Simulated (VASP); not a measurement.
Ta, 6 atoms in the cell. Symmetry: Fd-3m, No. 227, cubic system. Conventional cell: a = 7.995 Å, b = 7.995 Å, c = 7.995 Å, α = 90.00°, β = 90.00°, γ = 90.00°. Within 3.7 Å of Ta (site symmetry -3m) lie 12 Ta at 2.83 to 3.31 Å. Within 4.4 Å of Ta (site symmetry -43m) lie 16 Ta at 3.31 to 3.46 Å. 

* Program: VASP 6.6.1
* Task: single point
* Functional: PBE
* Potentials or basis: VASP PAW PBE potentials, release 64 (Ta_pv)
* Cutoff: 520 eV
* k mesh: 4 × 4 × 4
* Occupations: gaussian, width 0.1 eV
* Spin: no spin polarisation
* Dipole correction: no
* Further INCAR settings: ALGO = Fast; EDIFF = 1e-07; NBANDS = 42

Potentials or basis: VASP PAW PBE potentials, release 64 (Ta_pv).

Run with:

```bash
$ cat potpaw_PBE.64/Ta_pv/POTCAR > POTCAR
$ mpirun -np 1 vasp_std > vasp.out
```

Hardware: 1 thread of Intel(R) Xeon(R) Platinum 8488C (Sapphire Rapids) (shared host).

Problem. Estimate the wall time of this run.

Solution. Run time: 47 s on 1 thread of Intel(R) Xeon(R) Platinum 8488C (Sapphire Rapids) (shared host), peak memory 0.26 GiB. Counts: scf iterations 18, k points 8.
